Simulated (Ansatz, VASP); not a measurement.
**Pb: VASP beside Ansatz**

Contents of INCAR:

```
SYSTEM = Pb
PREC     = Accurate       ! precision mode
ENCUT    = 600            ! plane-wave cutoff, eV
EDIFF    = 1E-7           ! SCF threshold, eV
ISMEAR   = -1             ! smearing method
SIGMA    = 0.05           ! smearing width, eV
LREAL    = .FALSE.        ! projectors in reciprocal space
LASPH    = .TRUE.         ! aspherical terms in the spheres
NELM     = 100            ! most SCF steps
ALGO     = Normal         ! electronic algorithm
ISIF     = 3              ! what is computed and relaxed
LWAVE    = .FALSE.        ! write WAVECAR
LCHARG   = .FALSE.        ! write CHGCAR
GGA      = RP             ! functional
IVDW     = 13             ! dispersion correction
IBRION   = 2              ! ionic algorithm
NSW      = 80             ! ionic steps
EDIFFG   = -0.01          ! ionic threshold
```

File KPOINTS:

```
regular mesh
0
G
  9 9 9
  0 0 0
```

Contents of POSCAR:

```
Pb
1.0
    0.0000000000      2.4750200000      2.4750200000
    2.4750200000      0.0000000000      2.4750200000
    2.4750200000      2.4750200000      0.0000000000
Pb
1
Direct
    0.0000000000      0.0000000000      0.0000000000
```

input.yaml

```yaml
crystal:
  lattice:
    - [0.0, 2.47502, 2.47502]
    - [2.47502, 0.0, 2.47502]
    - [2.47502, 2.47502, 0.0]
  atoms:
    - { symbol: Pb, position: [0.0, 0.0, 0.0] }
kpoints:
  mp_grid: { grid: [9, 9, 9] }
scf:
  occupations: { method: fermi_dirac, width: 0.05 }
hamiltonian:
  xc: rpbe
  dispersion: d4
  pseudopotentials: { kind: all_electron, lapw: { basis_error: 0.001 } }
output:
  forces: true
  stress: true
relax:
  f_tol: 0.01
  max_steps: 60
  cell: {}
```

Alike in both runs: task relaxation of cell and atoms; functional RPBE; dispersion D4; k mesh 9 × 9 × 9; occupations fermi-dirac, width 0.05 eV; no spin polarisation.

```csv
,VASP,Ansatz
version,VASP 6.6.1,Ansatz 0.2.0
potentials or method,"VASP PAW PBE potentials, release 64 (Pb_d), cutoff 600 eV","all-electron LAPW, scalar-relativistic"
```

VASP gave:

| Item | Value |
| --- | --- |
| relaxed volume (Å³/atom) | 30.51 |
| relaxed cell length with the largest relative difference (Å) | 3.508 |

Q: Estimate Ansatz's values.

A: Relaxed volume (Å³/atom): 30.54; relaxed cell length with the largest relative difference (Å): 3.509.

VASP's potentials were made for PBE, not for RPBE. Ansatz ran all-electron here, and VASP with PAW potentials.

Neither program's run includes spin-orbit coupling.
